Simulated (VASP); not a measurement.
Wanted: the native input for a VASP 6.6.1 run.

| Quantity | Value |
| --- | --- |
| Task | single point |
| Functional | PBE |
| Potentials or basis | VASP PAW PBE potentials, release 64 (Mg, O) |
| Cutoff | 520 eV |
| k mesh | 12 × 12 × 8 |
| Occupations | gaussian, width 0.05 eV |
| Spin | no spin polarisation |
| Dipole correction | no |
| Further INCAR settings | ALGO = Normal; EDIFF = 1e-06; NBANDS = 11 |

The structure of MgO lies in POSCAR:

```
MgO
1.0
    2.9377244759      0.0000000000      0.0000000000
   -1.4688622380      2.5441440255      0.0000000000
    0.0000000000      0.0000000000      2.6797873418
Mg O
1 1
Direct
    0.0077107158      0.0038553579      0.0057830368
    0.3333333333      0.6666666667      0.5000000000
```

This cell differs from its parent crystal: all Mg atoms moved -0.025 Å, as atom 1 towards its neighbour atom 2 (O) at 2.161 Å.

One way to write it, as run:

INCAR

```
PREC = Accurate
ENCUT = 520
EDIFF = 1E-6
ISMEAR = 0
SIGMA = 0.05
LREAL = False
LASPH = True
NELM = 100
ALGO = Normal
ISIF = 2
LWAVE = False
LCHARG = False
GGA = PE
NBANDS = 11
```

KPOINTS

```
regular mesh
0
Gamma
  12 12 8
```

Potentials or basis: VASP PAW PBE potentials, release 64 (Mg, O).

Launch:

```bash
$ cat potpaw_PBE.64/Mg/POTCAR potpaw_PBE.64/O/POTCAR > POTCAR
$ mpirun -np 1 vasp_std > vasp.out
```

Results of the run:

```json
{
 "Pressure": "-0.6 GPa",
 "Largest force": "0.085 eV/Å",
 "Band gap on the k mesh": "3.00 eV, indirect (least direct gap 3.40 eV)"
}
```

Caveat: the cell differs from its parent crystal (all Mg atoms moved -0.025 Å, as atom 1 towards its neighbour atom 2 (O) at 2.161 Å).

Wall time 17 s on 1 thread of Intel(R) Xeon(R) 6975P-C (Granite Rapids) (shared host), peak memory 0.2 GiB.
